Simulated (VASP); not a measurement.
# Co in VASP: notebook

Co is run at these levels: PBEsol; tasks: single point.

Program: VASP 6.6.1. These are calculated values, not measurements. Logs are shortened: lines on timing, memory, paths and dates and some standing lists are left out, and cuts for length are marked.

**1. The cell of the first run**

The cell holds a slab with vacuum, 6 atoms: a = 2.456 Å, b = 3.972 Å, c = 20.964 Å, α = 90.00°, β = 90.00°, γ = 90.00°.

**2. Single point, PBEsol, collinear spin, ferromagnetic start**

Contents of INCAR:

```
SYSTEM = Co
PREC = Accurate
ENCUT = 520
EDIFF = 1E-6
ISMEAR = -1
SIGMA = 0.1
LREAL = .FALSE.
LASPH = .TRUE.
NELM = 150
ALGO = Normal
ISIF = 2
LWAVE = .FALSE.
LCHARG = .FALSE.
ISPIN = 2
MAGMOM = 1.7 1.7 1.7 1.7 1.7 1.7
LORBIT = 11
LMAXMIX = 4
LDIPOL = .TRUE.
IDIPOL = 3
DIPOL = 0.5 0.5 0.500
GGA = PS
NBANDS = 40
```

Contents of KPOINTS:

```
Automatic mesh
0
G
  15 9 1
  0 0 0
```

Contents of POSCAR:

```
Co
1.0
    2.4563951624      0.0000000000      0.0000000000
    0.0000000000      3.9720894594      0.0000000000
    0.0000000000      0.0000000000     20.9637000000
Co
6
Direct
    0.7500000000      0.7500000000      0.3857019206
    0.2500000000      0.2500000000      0.4144177435
    0.2500000000      0.7500000000      0.4836572039
    0.7500000000      0.2500000000      0.5163428107
    0.7500000000      0.7500000000      0.5855822587
    0.2500000000      0.2500000000      0.6142980625
```

Potentials or basis: VASP PAW PBE potentials, release 64 (Co).

Started as:

```
cat potpaw_PBE.64/Co/POTCAR > POTCAR
mpirun -np 1 vasp_std > vasp.out
```

OUTCAR:

```text
SYSTEM = Co
   PREC = Accurate
   ENCUT = 520
   EDIFF = 1E-6
   ISMEAR = -1
   LREAL = .FALSE.
   LASPH = .TRUE.
   NELM = 150
   ISIF = 2
   ISPIN = 2
   LORBIT = 11
   GGA = PS

 ion  position               nearest neighbor table
   1  0.750  0.750  0.386-   3 2.39   3 2.39   2 2.41   2 2.41   2 2.41   2 2.41
   2  0.250  0.250  0.414-   1 2.41   1 2.41   1 2.41   1 2.41   3 2.46   3 2.46   4 2.46   4 2.46

   3  0.250  0.750  0.484-   1 2.39   1 2.39   4 2.43   4 2.43   4 2.43   4 2.43   2 2.46   2 2.46
                             5 2.46   5 2.46
   4  0.750  0.250  0.516-   6 2.39   6 2.39   3 2.43   3 2.43   3 2.43   3 2.43   5 2.46   5 2.46
                             2 2.46   2 2.46
   5  0.750  0.750  0.586-   6 2.41   6 2.41   6 2.41   6 2.41   4 2.46   4 2.46   3 2.46   3 2.46

   6  0.250  0.250  0.614-   4 2.39   4 2.39   5 2.41   5 2.41   5 2.41   5 2.41

  LATTYP: Found a simple orthorhombic cell.
 ALAT       =     2.4563951624
 B/A-ratio  =     1.6170400920
 C/A-ratio  =     8.5343353223

  Lattice vectors:

 A1 = (   2.4563951624,   0.0000000000,   0.0000000000)
 A2 = (   0.0000000000,   3.9720894594,   0.0000000000)
 A3 = (   0.0000000000,   0.0000000000,  20.9637000000)

Analysis of symmetry for initial positions (statically):
=====================================================================
 Subroutine PRICEL returns:
 Original cell was already a primitive cell.

 Routine SETGRP: Setting up the symmetry group for a
 simple orthorhombic supercell.

 Subroutine GETGRP returns: Found  8 space group operations
 (whereof  2 operations were pure point group operations)
 out of a pool of  8 trial point group operations.

The static configuration has the point symmetry S_2 .
 The point group associated with its full space group is D_2h.

Analysis of symmetry for dynamics (positions and initial velocities):
=====================================================================
 Subroutine PRICEL returns:
 Original cell was already a primitive cell.

 Routine SETGRP: Setting up the symmetry group for a
 simple orthorhombic supercell.

 Subroutine GETGRP returns: Found  8 space group operations
 (whereof  2 operations were pure point group operations)
 out of a pool of  8 trial point group operations.

The dynamic configuration has the point symmetry S_2 .
 The point group associated with its full space group is D_2h.

Analysis of structural, dynamic, and magnetic symmetry:
=====================================================================
 Subroutine PRICEL returns:
 Original cell was already a primitive cell.

 Routine SETGRP: Setting up the symmetry group for a
 simple orthorhombic supercell.

 Subroutine GETGRP returns: Found  8 space group operations
 (whereof  2 operations were pure point group operations)
 out of a pool of  8 trial point group operations.

The overall configuration has the point symmetry S_2 .
 The point group associated with its full space group is D_2h.

 Subroutine INISYM returns: Found  8 space group operations
 (whereof  2 operations are pure point group operations),
 and found     1 'primitive' translations

----------------------------------------------------------------------------------------

                                     Primitive cell

  volume of cell :     204.5433

  direct lattice vectors                    reciprocal lattice vectors
     2.456395162  0.000000000  0.000000000     0.407100623  0.000000000  0.000000000
     0.000000000  3.972089459  0.000000000     0.000000000  0.251756666  0.000000000
     0.000000000  0.000000000 20.963700000     0.000000000  0.000000000  0.047701503

  length of vectors
     2.456395162  3.972089459 20.963700000     0.407100623  0.251756666  0.047701503

  position of ions in fractional coordinates (direct lattice)
     0.750000000  0.750000000  0.385701921
     0.250000000  0.250000000  0.414417744
     0.250000000  0.750000000  0.483657204
     0.750000000  0.250000000  0.516342811
     0.750000000  0.750000000  0.585582259
     0.250000000  0.250000000  0.614298062

  ion indices of the primitive-cell ions
   primitive index   ion index
                 1           1
[... 62 lines left out ...]
   dimension x,y,z NGX =    18 NGY =   30 NGZ =  160
   dimension x,y,z NGXF=    36 NGYF=   60 NGZF=  320
   ions per type =               6
   NGX,Y,Z   is equivalent  to a cutoff of  12.18, 12.56, 12.69 a.u.
   NGXF,Y,Z  is equivalent  to a cutoff of  24.36, 25.11, 25.38 a.u.
 SYSTEM =  Co
   PREC   = accura    normal or accurate (medium, high low for compatibility)
   ISTART =      0    job   : 0-new  1-cont  2-samecut
   ICHARG =      2    charge: 1-file 2-atom 10-const
   ISPIN  =      2    spin polarized calculation?
   LNONCOLLINEAR =      F non collinear calculations
   LSORBIT =      F    spin-orbit coupling
   LASPH  =      T    aspherical Exc in radial PAW
   ENCUT  =  520.0 eV  38.22 Ry    6.18 a.u.   4.57  7.39 38.98*2*pi/ulx,y,z
   NELM   =    150;   NELMIN=  2; NELMDL= -5     # of ELM steps
   EDIFF  = 0.1E-05   stopping-criterion for ELM
   LREAL  =      F    real-space projection
   EDIFFG = 0.1E-04   stopping-criterion for IOM
   NSW    =      0    number of steps for IOM
   IBRION =     -1    ionic relax: 0-MD 1-quasi-New 2-CG
   NFREE  =      0    steps in history (QN), initial steepest desc. (CG)
   ISIF   =      2    stress and relaxation
   ISYM   =      2    0-nonsym 1-usesym 2-fastsym
   POTIM  = 0.5000    time-step for ionic-motion
   TEBEG  =    0.0;   TEEND  =   0.0 temperature during run
   PSTRESS=    0.0 pullay stress
   NELECT =      54.0000    total number of electrons
   NUPDOWN=      -1.0000    fix difference up-down
   EMIN   =  10.00;   EMAX   =-10.00  energy-range for DOS
   EFERMI =   0.00;   METHOD = LEGACY
   ISMEAR =    -1;   SIGMA  =   0.10  broadening in eV -4-tet -1-fermi 0-gaus
   EFERMI_NEDOS =   21; number of points for ismear=-14 and -15
   IALGO  =     38    algorithm
   IMIX   =      4    mixing-type and parameters
     AMIX     =   0.40;   BMIX     =  1.00
     AMIX_MAG =   1.60;   BMIX_MAG =  1.00
  volume/ion in A,a.u.               =      34.09       230.05
  Fermi-wavevector in a.u.,A,eV,Ry     =   1.050214  1.984616 15.006530  1.102949
  Thomas-Fermi vector in A             =   2.185208
   LORBIT       =     11    0 simple, 1 ext, 2 COOP (PROOUT), +10 PAW based schemes
   GGA     = PS    functional components
   LHFCALC =     F    Hartree Fock is set to
   AEXX    =    0.0000 exact exchange contribution
   IVDW    =     0    specifies the selected vdW correction
   LEPSILON=     F    determine dielectric tensor
   LRPA    =     F    only Hartree local field effects (RPA)
 spin polarized calculation
  energy-cutoff  :      520.00
  volume of cell :      204.54
 maximum number of plane-waves:      5575
   NGX =  9   NGY = 15   NGZ = 77

 dipolmoment           0.000000      0.000000      0.000000 electrons x Angstroem

 number of electron      53.9999999 magnetization       9.9931898

 number of electron      53.9999999 magnetization      10.0556192

 dipolmoment           0.000000      0.000000     -0.000000 electrons x Angstroem

 Free energy of the ion-electron system (eV)
  ---------------------------------------------------
  ext. energy  EPLUGINS =         0.00000000
  ---------------------------------------------------
  free energy    TOTEN  =       -43.23344620 eV

  energy without entropy =      -43.02975645  energy(sigma->0) =      -43.13160133

 E-fermi :  -0.0065     XC(G=0):  -5.1409

 val. band max:       -0.0097647838   @ k =   0.4667   0.3333   0.0000
 cond. band min:      -0.0052574115   @ k =   0.0000   0.1111   0.0000
 fundamental gap:      0.0045073722
 Fermi energy:        -0.0064617728

 spin component 1

 k-point     1 :       0.0000    0.0000    0.0000
  band No.  band energies     occupation
      1      -8.6609      1.00000
      2      -6.7577      1.00000
      3      -5.3441      1.00000
      4      -5.0694      1.00000
      5      -4.8546      1.00000
      6      -4.5503      1.00000
[... 997 lines left out ...]
     38       7.6163      0.00000
     39       7.7573      0.00000

 [... further k-points ...]

 spin component 2

 k-point     1 :       0.0000    0.0000    0.0000
  band No.  band energies     occupation
      1      -8.5692      1.00000
      2      -6.5822      1.00000
      3      -4.6852      1.00000
      4      -4.0194      1.00000
      5      -3.6206      1.00000
      6      -3.3327      1.00000
[... 997 lines left out ...]
     38       8.2793      0.00000
     39       8.3859      0.00000

 [... further k-points ...]

 [bands above 39 left out]

------------------------ aborting loop because EDIFF is reached ----------------------------------------

 vacuum level on the upper side and lower side of the slab       (xc-potential included)        -0.084        -0.084

  FORCE on cell =-STRESS in cart. coord.  units (eV):
  Direction    XX          YY          ZZ          XY          YZ          ZX
  --------------------------------------------------------------------------------------
  -------------------------------------------------------------------------------------
  Total       -2.8665440     -2.8155443     -0.2352676      0.0000000      0.0000000      0.0000000
  in kB      -22.4534975    -22.0540198     -1.8428391      0.0000000      0.0000000      0.0000000
  external PRESSURE =     -15.4501188 kB  Pullay stress =       0.0000000 kB

 VOLUME and BASIS-vectors are now :
 -----------------------------------------------------------------------------
  energy-cutoff  :      520.00
  volume of cell :      204.54
      direct lattice vectors                 reciprocal lattice vectors
     2.456395162  0.000000000  0.000000000     0.407100623  0.000000000  0.000000000
     0.000000000  3.972089459  0.000000000     0.000000000  0.251756666  0.000000000
     0.000000000  0.000000000 20.963700000     0.000000000  0.000000000  0.047701503

 POSITION                                       TOTAL-FORCE (eV/Angst)
 -----------------------------------------------------------------------------------
      1.84230      2.97907      8.08574         0.000000     -0.000000      0.033107
      0.61410      0.99302      8.68773        -0.000000      0.000000      0.020072
      0.61410      2.97907     10.13924         0.000000      0.000000     -0.001393
      1.84230      0.99302     10.82446         0.000000     -0.000000      0.001393
      1.84230      2.97907     12.27597         0.000000      0.000000     -0.020072
      0.61410      0.99302     12.87796         0.000000      0.000000     -0.033107
 -----------------------------------------------------------------------------------
    total drift:                                0.000000      0.000000     -0.000013

  FREE ENERGIE OF THE ION-ELECTRON SYSTEM (eV)
  ---------------------------------------------------
  free  energy   TOTEN  =       -43.2334462040 eV

  energy  without entropy=      -43.0297564538  energy(sigma->0) =      -43.13160133

 vacuum level on the upper side and lower side of the slab         4.859         4.859

 total charge

# of ion       s       p       d       tot
------------------------------------------
    1        0.502   0.413   7.256   8.172
    2        0.506   0.490   7.266   8.263
    3        0.509   0.567   7.301   8.378
    4        0.509   0.567   7.301   8.378
    5        0.506   0.490   7.266   8.263
    6        0.502   0.413   7.256   8.172
--------------------------------------------------
tot          3.035   2.941  43.648  49.624

 magnetization (x)

# of ion       s       p       d       tot
------------------------------------------
    1       -0.006  -0.032   1.800   1.763
    2       -0.014  -0.043   1.686   1.629
    3       -0.014  -0.050   1.695   1.631
    4       -0.014  -0.050   1.695   1.631
    5       -0.014  -0.043   1.686   1.629
    6       -0.006  -0.032   1.800   1.763
--------------------------------------------------
tot         -0.066  -0.250  10.361  10.045
```

Wall time 33 min (1 thread of Oxide Virtual Turin-like, shared host); peak memory 0.58 GiB.

Results:

```
Free energy                                           : -43.2334 eV
Largest force                                         : 0.033 eV/Å
Net moment                                            : 10.06 μB per cell
Site moments                                          : Co +1.76, +1.63 (each value once) μB
Valence electrons inside the program's atomic spheres : Co 8.17, 8.26, 8.38 (each value once)
```

Forces on the atoms (eV/Å):
```
Co   0.000  0.000  0.033
Co   0.000  0.000  0.020
Co   0.000  0.000 -0.001
Co   0.000  0.000  0.001
Co   0.000  0.000 -0.020
Co   0.000  0.000 -0.033
```

Caveat: the PAW data sets were made with another functional, which shifts forces and pressure a little.

**3. Single point, PBEsol, collinear spin, ferromagnetic start**

Contents of INCAR:

```
PREC = Accurate ; ENCUT = 520
EDIFF = 1E-7 ; ISMEAR = -1
SIGMA = 0.1 ; LREAL = F
LASPH = T ; NELM = 150
ALGO = Normal ; ISIF = 2
LWAVE = F ; LCHARG = T
ISPIN = 2 ; MAGMOM = 1.7 1.7 1.7 1.7 1.7 1.7
LORBIT = 11 ; LMAXMIX = 4
LDIPOL = T ; IDIPOL = 3
DIPOL = 0.5 0.5 0.500 ; GGA = PS
LELF = T ; LVHAR = T
LVACPOTAV = T ; NBANDS = 40
```

Contents of KPOINTS:

```
regular mesh
0
Gamma
  15 9 1
```

Contents of POSCAR:

```
Co
1.0
    2.4563951624      0.0000000000      0.0000000000
    0.0000000000      3.9720894594      0.0000000000
    0.0000000000      0.0000000000     20.9637000000
Co
6
Direct
    0.7500000000      0.7500000000      0.3816119904
    0.2500000000      0.2500000000      0.4154371362
    0.2500000000      0.7500000000      0.4830874271
    0.7500000000      0.2500000000      0.5169125729
    0.7500000000      0.7500000000      0.5845628638
    0.2500000000      0.2500000000      0.6183880096
```

Potentials or basis: VASP PAW PBE potentials, release 64 (Co).

Started as:

```
cat potpaw_PBE.64/Co/POTCAR > POTCAR
mpirun -np 1 vasp_std > vasp.out
```

Run time: 36 min. Hardware: 1 thread of Oxide Virtual Turin-like, shared host; peak memory 0.59 GiB.

Results (log left out):

- Free energy: -43.1828 eV
- Largest force: 0.546 eV/Å
- Net moment: 10.12 μB per cell
- Site moments: Co +1.79, +1.64, +1.63 (each value once) μB
- Valence electrons inside the program's atomic spheres: Co 8.11, 8.25, 8.35 (each value once)

Forces on the atoms (eV/Å):
```
Co   0.000  0.000  0.546
Co   0.000  0.000 -0.188
Co   0.000  0.000 -0.237
Co   0.000  0.000  0.237
Co   0.000  0.000  0.188
Co   0.000  0.000 -0.546
```

Levels at points of the mesh, in eV from the Fermi level:
Spin up:
```
           k point  band 29  band 30  band 31  band 32  band 33  band 34  band 35  band 36
(0.00, 0.00, 0.00)    -0.89    -0.81    -0.74    -0.56    -0.54     0.48     1.11     3.90
```
Spin down:
| k point | band 19 | band 20 | band 21 | band 22 | band 23 | band 24 | band 25 | band 26 |
| --- | --- | --- | --- | --- | --- | --- | --- | --- |
| (0.00, 0.00, 0.00) | -0.64 | -0.56 | -0.40 | -0.37 | -0.35 | -0.30 | 0.06 | 0.19 |

Caveat: the PAW data sets were made with another functional, which shifts forces and pressure a little.
